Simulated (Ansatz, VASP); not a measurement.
# TaN in VASP and in Ansatz

```
Ta N
1.0
     3.00681    0.00000    0.00000
    -1.50340    2.60397    0.00000
     0.00000    0.00000    4.85153
Ta N
2 2
Direct
  0.00000 0.00000 0.00000
  0.00000 0.00000 0.50000
  0.33333 0.66667 0.25000
  0.66667 0.33333 0.75000
```

Change from the starting cell: volume scaled by 0.96, PAW files.

Alike in both runs: task electric field gradients; functional PBEsol; k mesh 9 × 9 × 5; occupations fermi-dirac, width 0.01 eV; no spin polarisation.

|  | VASP | Ansatz |
| --- | --- | --- |
| version | VASP 6.6.1 | Ansatz 0.2.0 |
| potentials or method | VASP PAW PBE potentials, release 64 (Ta_pv, N) | PAW with Ansatz's default frozen-core files, scalar-relativistic |
| plane-wave cutoff (eV) | 520 | 420 |
| valence electrons in the cell | 32 | 36 |

VASP gave:

* pressure (GPa): 73.4
* traceless stress, the component that is largest in VASP (GPa): 64.05
* size of Vzz on the site where it differs most (V/Å²): 176.2

**Question.** Estimate Ansatz's values.

**Answer.** Pressure (GPa): 71.4; traceless stress, the component that is largest in VASP (GPa): 63.47; size of Vzz on the site where it differs most (V/Å²): 197.6.

VASP's potentials were made for PBE, not for PBEsol. Both programs put the cell under a high pressure, so it lies far from rest at this level. VASP's potentials hold 32 valence electrons a cell and Ansatz's 36, so a difference there can come from the potentials and not from the codes.

Neither program's run includes spin-orbit coupling. Noted on VASP's run: the cell as given lies far from equilibrium.
